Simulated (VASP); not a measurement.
# Ag (Fd-3m) in VASP: single point with r2SCAN

Aim: the single point of Ag with r2SCAN.

All numbers are computed with VASP 6.6.1; they aren't measurements. Logs are shortened: lines on timing, memory, paths and dates and some standing lists are left out, and cuts for length are marked.

### Step 1. The cell of the first run

Symmetry: Fd-3m, No. 227, cubic system. The conventional cell has a = 6.095 Å, b = 6.095 Å, c = 6.095 Å, α = 90.00°, β = 90.00°, γ = 90.00°. Ag (site symmetry -43m) has 4 Ag at 2.64 Å within 3.5 Å.

### Step 2. Single point, r2SCAN

Input file POSCAR:

```
Ag
1.0
    0.0000000000      3.0473280881      3.0473280881
    3.0473280881      0.0000000000      3.0473280881
    3.0473280881      3.0473280881      0.0000000000
Ag
2
Direct
    0.1250000000      0.1250000000      0.1250000000
    0.8750000000      0.8750000000      0.8750000000
```

Input file INCAR.step1:

```
SYSTEM = Ag
  PREC = Accurate
  ENCUT = 520
  ISMEAR = -1
  SIGMA = 0.1
  LREAL = .FALSE.
  LASPH = .TRUE.
  NELM = 60
  NBANDS = 18
  GGA = PE
  ALGO = Normal
  EDIFF = 1E-4
  LWAVE = .TRUE.
  LCHARG = .FALSE.
```

Input file INCAR.step2:

```
SYSTEM = Ag
  PREC = Accurate
  ENCUT = 520
  EDIFF = 1E-6
  ISMEAR = -1
  SIGMA = 0.1
  LREAL = .FALSE.
  LASPH = .TRUE.
  NELM = 60
  ALGO = Normal
  ISIF = 2
  LWAVE = .FALSE.
  LCHARG = .FALSE.
  METAGGA = R2SCAN
  LMIXTAU = .TRUE.
  NBANDS = 18
  ISTART = 1
```

Input file KPOINTS:

```
Automatic mesh
0
G
  5 5 5
  0 0 0
```

Potentials or basis: VASP PAW PBE potentials, release 64 (Ag).

The run is started by

```bash
$ cat potpaw_PBE.64/Ag/POTCAR > POTCAR
$ cp INCAR.step1 INCAR
$ mpirun -np 1 vasp_std > vasp.out
$ cp INCAR.step2 INCAR
$ mpirun -np 1 vasp_std > vasp.out
```

OUTCAR:

```text
SYSTEM = Ag
   PREC = Accurate
   ENCUT = 520
   EDIFF = 1E-6
   ISMEAR = -1
   LREAL = .FALSE.
   LASPH = .TRUE.
   NELM = 60
   ISIF = 2
   METAGGA = R2SCAN
   ISTART = 1

 ion  position               nearest neighbor table
   1  0.125  0.125  0.125-   2 2.64   2 2.64   2 2.64   2 2.64
   2  0.875  0.875  0.875-   1 2.64   1 2.64   1 2.64   1 2.64

  LATTYP: Found a face centered cubic cell.
 ALAT       =     6.0946561762

  Lattice vectors:

 A1 = (   0.0000000000,   3.0473280881,   3.0473280881)
 A2 = (   3.0473280881,   0.0000000000,   3.0473280881)
 A3 = (   3.0473280881,   3.0473280881,   0.0000000000)

Analysis of symmetry for initial positions (statically):
=====================================================================
 Subroutine PRICEL returns:
 Original cell was already a primitive cell.

 Routine SETGRP: Setting up the symmetry group for a
 face centered cubic supercell.

 Subroutine GETGRP returns: Found 48 space group operations
 (whereof 12 operations were pure point group operations)
 out of a pool of 48 trial point group operations.

The static configuration has the point symmetry D_3d.
 The point group associated with its full space group is O_h .

Analysis of symmetry for dynamics (positions and initial velocities):
=====================================================================
 Subroutine PRICEL returns:
 Original cell was already a primitive cell.

 Routine SETGRP: Setting up the symmetry group for a
 face centered cubic supercell.

 Subroutine GETGRP returns: Found 48 space group operations
 (whereof 12 operations were pure point group operations)
 out of a pool of 48 trial point group operations.

The dynamic configuration has the point symmetry D_3d.
 The point group associated with its full space group is O_h .

 Subroutine INISYM returns: Found 48 space group operations
 (whereof 12 operations are pure point group operations),
 and found     1 'primitive' translations

----------------------------------------------------------------------------------------

                                     Primitive cell

  volume of cell :      56.5962

  direct lattice vectors                    reciprocal lattice vectors
     0.000000000  3.047328088  3.047328088    -0.164078165  0.164078165  0.164078165
     3.047328088  0.000000000  3.047328088     0.164078165 -0.164078165  0.164078165
     3.047328088  3.047328088  0.000000000     0.164078165  0.164078165 -0.164078165

  length of vectors
     4.309572711  4.309572711  4.309572711     0.284191718  0.284191718  0.284191718

  position of ions in fractional coordinates (direct lattice)
     0.125000000  0.125000000  0.125000000
     0.875000000  0.875000000  0.875000000

  ion indices of the primitive-cell ions
   primitive index   ion index
                 1           1
                 2           2

----------------------------------------------------------------------------------------

 KPOINTS: Automatic mesh

Automatic generation of k-mesh.
 Grid dimensions read from file:
 generate k-points for:    5    5    5

 Generating k-lattice:

  Cartesian coordinates                     Fractional coordinates (reciprocal lattice)
    -0.032815633  0.032815633  0.032815633     0.200000000  0.000000000  0.000000000
     0.032815633 -0.032815633  0.032815633     0.000000000  0.200000000  0.000000000
     0.032815633  0.032815633 -0.032815633     0.000000000  0.000000000  0.200000000

  Length of vectors
     0.056838344  0.056838344  0.056838344

  Shift w.r.t. Gamma in fractional coordinates (k-lattice)
     0.000000000  0.000000000  0.000000000

 Subroutine IBZKPT returns following result:
 ===========================================

 Found     10 irreducible k-points:

 Following reciprocal coordinates:
            Coordinates               Weight
  0.000000  0.000000  0.000000      1.000000
  0.200000  0.000000  0.000000      8.000000
  0.400000  0.000000  0.000000      8.000000
  0.200000  0.200000  0.000000      6.000000
  0.400000  0.200000  0.000000     24.000000
 -0.400000  0.200000  0.000000     24.000000
 -0.200000  0.200000  0.000000     12.000000
  0.400000  0.400000  0.000000      6.000000
 -0.400000  0.400000  0.000000     12.000000
 -0.400000  0.400000  0.200000     24.000000
   k-points           NKPTS =     10   k-points in BZ     NKDIM =     10   number of bands    NBANDS=     18
   number of dos      NEDOS =    301   number of ions     NIONS =      2
   total plane-waves  NPLWV =  32768
   dimension x,y,z NGX =    32 NGY =   32 NGZ =   32
   dimension x,y,z NGXF=    64 NGYF=   64 NGZF=   64
   ions per type =               2
   NGX,Y,Z   is equivalent  to a cutoff of  12.34, 12.34, 12.34 a.u.
   NGXF,Y,Z  is equivalent  to a cutoff of  24.69, 24.69, 24.69 a.u.
 SYSTEM =  Ag
   PREC   = accura    normal or accurate (medium, high low for compatibility)
   ISTART =      1    job   : 0-new  1-cont  2-samecut
   ICHARG =      0    charge: 1-file 2-atom 10-const
   ISPIN  =      1    spin polarized calculation?
   LNONCOLLINEAR =      F non collinear calculations
   LSORBIT =      F    spin-orbit coupling
   LASPH  =      T    aspherical Exc in radial PAW
   ENCUT  =  520.0 eV  38.22 Ry    6.18 a.u.   8.01  8.01  8.01*2*pi/ulx,y,z
   NELM   =     60;   NELMIN=  2; NELMDL=  0     # of ELM steps
   EDIFF  = 0.1E-05   stopping-criterion for ELM
   LREAL  =      F    real-space projection
   EDIFFG = 0.1E-04   stopping-criterion for IOM
   NSW    =      0    number of steps for IOM
   IBRION =     -1    ionic relax: 0-MD 1-quasi-New 2-CG
   NFREE  =      0    steps in history (QN), initial steepest desc. (CG)
   ISIF   =      2    stress and relaxation
   ISYM   =      2    0-nonsym 1-usesym 2-fastsym
   POTIM  = 0.5000    time-step for ionic-motion
   TEBEG  =    0.0;   TEEND  =   0.0 temperature during run
   PSTRESS=    0.0 pullay stress
   NELECT =      22.0000    total number of electrons
   NUPDOWN=      -1.0000    fix difference up-down
   EMIN   =  10.00;   EMAX   =-10.00  energy-range for DOS
   EFERMI =   0.00;   METHOD = LEGACY
   ISMEAR =    -1;   SIGMA  =   0.10  broadening in eV -4-tet -1-fermi 0-gaus
   EFERMI_NEDOS =   21; number of points for ismear=-14 and -15
   IALGO  =     38    algorithm
   IMIX   =      4    mixing-type and parameters
     AMIX     =   0.40;   BMIX     =  1.00
     AMIX_MAG =   1.60;   BMIX_MAG =  1.00
  volume/ion in A,a.u.               =      28.30       190.97
  Fermi-wavevector in a.u.,A,eV,Ry     =   1.194776  2.257799 19.422178  1.427490
  Thomas-Fermi vector in A             =   2.330758
   LORBIT       =      0    0 simple, 1 ext, 2 COOP (PROOUT), +10 PAW based schemes
   METAGGA = R2SCAN    functional components
   LHFCALC =     F    Hartree Fock is set to
   AEXX    =    0.0000 exact exchange contribution
   IVDW    =     0    specifies the selected vdW correction
   LEPSILON=     F    determine dielectric tensor
   LRPA    =     F    only Hartree local field effects (RPA)
 non-spin polarized calculation
  energy-cutoff  :      520.00
  volume of cell :       56.60
 maximum number of plane-waves:      1538
   NGX = 17   NGY = 17   NGZ = 17

 number of electron      22.0000002 magnetization

 Free energy of the ion-electron system (eV)
  ---------------------------------------------------
  ext. energy  EPLUGINS =         0.00000000
  ---------------------------------------------------
  free energy    TOTEN  =       -40.96281162 eV

  energy without entropy =      -40.92315012  energy(sigma->0) =      -40.94298087

 E-fermi :   3.1904     XC(G=0):  -9.6450

 val. band max:        2.2214259921   @ k =  -0.4000   0.4000   0.2000
 cond. band min:       3.2594060224   @ k =  -0.4000   0.4000   0.0000
 fundamental gap:      1.0379800303
 Fermi energy:         3.1904292660

 k-point     1 :       0.0000    0.0000    0.0000
  band No.  band energies     occupation
      1      -1.9462      2.00000
      2      -1.9099      2.00000
      3      -1.9099      2.00000
      4      -1.8924      2.00000
      5      -1.8924      2.00000
      6      -1.8924      2.00000
[... 10 lines left out ...]
     17      12.8491      0.00000
     18      13.4396      0.00000

 k-point     2 :       0.2000    0.0000    0.0000
  band No.  band energies     occupation
      1      -2.0540      2.00000
      2      -2.0540      2.00000
      3      -1.9015      2.00000
      4      -1.6707      2.00000
      5      -1.6707      2.00000
      6      -1.5286      2.00000
[... 10 lines left out ...]
     17      14.0909      0.00000
     18      14.1960      0.00000

 k-point     3 :       0.4000    0.0000    0.0000
  band No.  band energies     occupation
      1      -2.0128      2.00000
      2      -2.0128      2.00000
      3      -1.8877      2.00000
      4      -1.6669      2.00000
      5      -1.6669      2.00000
      6      -1.3030      2.00000
[... 10 lines left out ...]
     17      13.5139      0.00000
     18      13.5139      0.00000

 k-point     4 :       0.2000    0.2000    0.0000
  band No.  band energies     occupation
      1      -2.1912      2.00000
      2      -1.9203      2.00000
      3      -1.9203      2.00000
      4      -1.7180      2.00000
      5      -1.4509      2.00000
      6      -1.4094      2.00000
[... 10 lines left out ...]
     17      16.4150      0.00000
     18      16.4150      0.00000

 k-point     5 :       0.4000    0.2000    0.0000
  band No.  band energies     occupation
      1      -2.2136      2.00000
      2      -1.9643      2.00000
      3      -1.9373      2.00000
      4      -1.5444      2.00000
      5      -1.3595      2.00000
      6      -1.2720      2.00000
[... 10 lines left out ...]
     17      15.8271      0.00000
     18      15.9799      0.00000

 k-point     6 :      -0.4000    0.2000    0.0000
  band No.  band energies     occupation
      1      -2.1921      2.00000
      2      -2.0756      2.00000
      3      -1.8157      2.00000
      4      -1.5161      2.00000
      5      -1.3852      2.00000
      6      -1.2925      2.00000
[... 10 lines left out ...]
     17      15.0043      0.00000
     18      16.9672      0.00000

 k-point     7 :      -0.2000    0.2000    0.0000
  band No.  band energies     occupation
      1      -2.1619      2.00000
      2      -2.0557      2.00000
      3      -1.8212      2.00000
      4      -1.6977      2.00000
      5      -1.3977      2.00000
      6      -1.2583      2.00000
[... 10 lines left out ...]
     17      14.4723      0.00000
     18      14.5905      0.00000

 k-point     8 :       0.4000    0.4000    0.0000
  band No.  band energies     occupation
      1      -2.1796      2.00000
      2      -1.9735      2.00000
      3      -1.9735      2.00000
      4      -1.7523      2.00000
      5      -1.2126      2.00000
      6      -0.9602      2.00000
[... 10 lines left out ...]
     17      19.3371      0.00000
     18      19.3371      0.00000

 k-point     9 :      -0.4000    0.4000    0.0000
  band No.  band energies     occupation
      1      -2.2430      2.00000
      2      -2.0210      2.00000
      3      -1.9500      2.00000
      4      -1.5925      2.00000
      5      -1.0302      2.00000
      6      -0.9892      2.00000
[... 10 lines left out ...]
     17      18.3476      0.00000
     18      18.3895      0.00000

 k-point    10 :      -0.4000    0.4000    0.2000
  band No.  band energies     occupation
      1      -2.2088      2.00000
      2      -2.2006      2.00000
      3      -1.7137      2.00000
      4      -1.4400      2.00000
      5      -1.3579      2.00000
      6      -1.0473      2.00000
[... 10 lines left out ...]
     17      14.6072      0.00000
     18      17.3272      0.00000

------------------------ aborting loop because EDIFF is reached ----------------------------------------

  FORCE on cell =-STRESS in cart. coord.  units (eV):
  Direction    XX          YY          ZZ          XY          YZ          ZX
  --------------------------------------------------------------------------------------
  -------------------------------------------------------------------------------------
  Total        0.0133608      0.0133608      0.0133608      0.0000000      0.0000000      0.0000000
  in kB        0.3782304      0.3782304      0.3782304      0.0000000      0.0000000      0.0000000
  external PRESSURE =       0.3782304 kB  Pullay stress =       0.0000000 kB

 VOLUME and BASIS-vectors are now :
 -----------------------------------------------------------------------------
  energy-cutoff  :      520.00
  volume of cell :       56.60
      direct lattice vectors                 reciprocal lattice vectors
     0.000000000  3.047328088  3.047328088    -0.164078165  0.164078165  0.164078165
     3.047328088  0.000000000  3.047328088     0.164078165 -0.164078165  0.164078165
     3.047328088  3.047328088  0.000000000     0.164078165  0.164078165 -0.164078165

 POSITION                                       TOTAL-FORCE (eV/Angst)
 -----------------------------------------------------------------------------------
      0.76183      0.76183      0.76183        -0.000000     -0.000000      0.000000
      5.33282      5.33282      5.33282         0.000000      0.000000     -0.000000
 -----------------------------------------------------------------------------------
    total drift:                                0.000000      0.000000     -0.000000

  FREE ENERGIE OF THE ION-ELECTRON SYSTEM (eV)
  ---------------------------------------------------
  free  energy   TOTEN  =       -40.9628116155 eV

  energy  without entropy=      -40.9231501232  energy(sigma->0) =      -40.94298087
```

Run time: 42 s. Hardware: 1 thread of Intel Xeon 8259CL, shared host; peak memory 0.18 GiB.

What came out:

- Free energy: -40.9628 eV
- Pressure: 0.0 GPa

Levels at points of the mesh, in eV from the Fermi level:
```csv
k point,band 7,band 8,band 9,band 10,band 11,band 12,band 13,band 14,band 15,band 16
"(0.00, 0.00, 0.00)",-3.68,-3.68,-3.68,-3.07,-3.07,9.06,9.06,9.06,9.66,9.66
```

Caveat: the PAW data sets were made with another functional, which shifts forces and pressure a little.
